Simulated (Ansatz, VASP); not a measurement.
# TiCo in VASP and in Ansatz

The input INCAR:

```
ALGO = Normal
EDIFF = 1E-6
ENCUT = 520
GGA = PE
ISIF = 2
ISMEAR = -1
ISPIN = 2
LASPH = T
LCHARG = T
LELF = T
LMAXMIX = 4
LORBIT = 11
LREAL = F
LVHAR = T
LWAVE = F
MAGMOM = 1 1 2 2
NBANDS = 33
NELM = 150
PREC = Accurate
SIGMA = 0.03
```

Contents of KPOINTS:

```
k-points
0
Gamma
  8 12 8
```

POSCAR

```
TiCo
1.0
    0.0000000000      2.9861109900      2.9861109900
    2.9861109900      0.0000000000      0.0000000000
    0.0000000000      2.9861109900     -2.9861109900
Ti Co
2 2
Direct
    0.0000000000      0.0000000000      0.0000000000
    0.5000000000      0.0000000000      0.5000000000
    0.5000000000      0.5000000000      0.0000000000
    0.0000000000      0.5000000000      0.5000000000
```

Input for Ansatz:

```yaml
crystal:
  lattice:
    - [0.0, 2.98611099, 2.98611099]
    - [2.98611099, 0.0, 0.0]
    - [0.0, 2.98611099, -2.98611099]
  atoms:
    - { symbol: Ti, position: [0.0, 0.0, 0.0], spin: 1.0 }
    - { symbol: Ti, position: [0.5, 0.0, 0.5], spin: 1.0 }
    - { symbol: Co, position: [0.5, 0.5, 0.0], spin: 2.0 }
    - { symbol: Co, position: [0.0, 0.5, 0.5], spin: 2.0 }
magnetization:
  spin_polarized: true
kpoints:
  mp_grid: { grid: [8, 12, 8] }
scf:
  occupations: { method: fermi_dirac, width: 0.03 }
  lower_state_search: "off"
hamiltonian:
  xc: pbe
  pseudopotentials: { kind: paw }
output:
  forces: true
  stress: true
  eigenvalues: true
  populations: true
```

Alike in both runs: task single point; functional PBE; k mesh 8 × 12 × 8; occupations fermi-dirac, width 0.03 eV; collinear spin.

|  | VASP | Ansatz |
| --- | --- | --- |
| version | VASP 6.6.1 | Ansatz 0.2.0 |
| potentials or method | VASP PAW PBE potentials, release 64 (Ti_sv, Co) | PAW with Ansatz's default frozen-core files, scalar-relativistic |
| plane-wave cutoff (eV) | 520 | 420 |
| valence electrons in the cell | 42 | 58 |

```csv
,VASP,Ansatz,Ansatz less VASP
pressure (GPa),-0.6,-0.1,+0.48
"traceless stress, the component that is largest in VASP (GPa)",-0.35,-0.31,+0.038
net moment per atom (μB),0.44,0.44,+0.007
size of the moment on the site where the two differ most (μB),0.95,0.99,+0.037
```

Site moments also hang on the region over which each program counts them. VASP's potentials hold 42 valence electrons a cell and Ansatz's 58, so a difference there can come from the potentials and not from the codes.
